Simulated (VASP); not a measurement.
Set up this calculation in VASP 6.6.1, as the native input.

```
Task                   : single point
Functional             : PBE
Potentials or basis    : VASP PAW PBE potentials, release 64 (Ge_d)
Cutoff                 : 520 eV
k mesh                 : 14 × 14 × 14
Occupations            : gaussian, width 0.15 eV
Spin                   : no spin polarisation
Dipole correction      : no
Further INCAR settings : ALGO = Normal; EDIFF = 1e-06; NBANDS = 21
```

The structure of Ge lies in POSCAR:

```
Ge
1.0
    0.0000000000      2.8287700000      2.6873315000
    2.8287700000      0.0000000000      2.6873315000
    2.8287700000      2.8287700000      0.0000000000
Ge
2
Direct
    0.5000000000      0.5000000000      0.5000000000
    0.7500000000      0.7500000000      0.7500000000
```

This cell differs from its parent crystal: strain +0.000 along x and y, -0.050 along z.

These files were run (other wordings do the same):

INCAR

```
SYSTEM = Ge
  ALGO = Normal
  EDIFF = 1E-6
  ENCUT = 520
  GGA = PE
  ISIF = 2
  ISMEAR = 0
  LASPH = .True.
  LCHARG = .True.
  LELF = .True.
  LREAL = .False.
  LVHAR = .True.
  LWAVE = .False.
  NBANDS = 21
  NELM = 100
  PREC = Accurate
  SIGMA = 0.15
```

KPOINTS

```
k-points
0
Gamma
  14 14 14
  0 0 0
```

Potentials or basis: VASP PAW PBE potentials, release 64 (Ge_d).

Run with:

```bash
$ cat potpaw_PBE.64/Ge_d/POTCAR > POTCAR
$ mpirun -np 1 vasp_std > vasp.out
```

Results of the run:

```json
{"Pressure": "7.9 GPa", "Band gap on the k mesh": "zero (band 14 reaches 5.77 eV, above the bottom of band 15 at 5.69 eV)"}
```

Caveat: the cell differs from its parent crystal (strain +0.000 along x and y, -0.050 along z).

Wall time 89 s on 1 thread of Intel(R) Xeon(R) 6975P-C (Granite Rapids), on a shared host, peak memory 0.3 GiB.
